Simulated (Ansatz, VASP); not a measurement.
Cd in VASP and in Ansatz

```xyz
1
Lattice="0.0000 2.2099 2.2099 2.2099 0.0000 2.2099 2.2099 2.2099 0.0000" Properties=species:S:1:pos:R:3 pbc="T T T"
Cd    0.0000    0.0000    0.0000
```

Alike in both runs: task relaxation of cell and atoms; functional PBE; k mesh 12 × 12 × 12; occupations fermi-dirac, width 0.1 eV; no spin polarisation.

|  | VASP | Ansatz |
| --- | --- | --- |
| version | VASP 6.6.1 | Ansatz 0.2.0 |
| potentials or method | VASP PAW PBE potentials, release 64 (Cd), cutoff 600 eV | plane waves (420 eV) with PAW, scalar-relativistic |
| valence electrons in the cell | 12 | 20 |

|  | VASP | Ansatz | Ansatz less VASP |
| --- | --- | --- | --- |
| relaxed volume (Å³/atom) | 22.98 | 22.89 | -0.089 |
| relaxed cell length with the largest relative difference (Å) | 3.191 | 3.187 | -0.0041 |

VASP's potentials hold 12 valence electrons a cell and Ansatz's 20, so a difference there can come from the potentials and not from the codes.
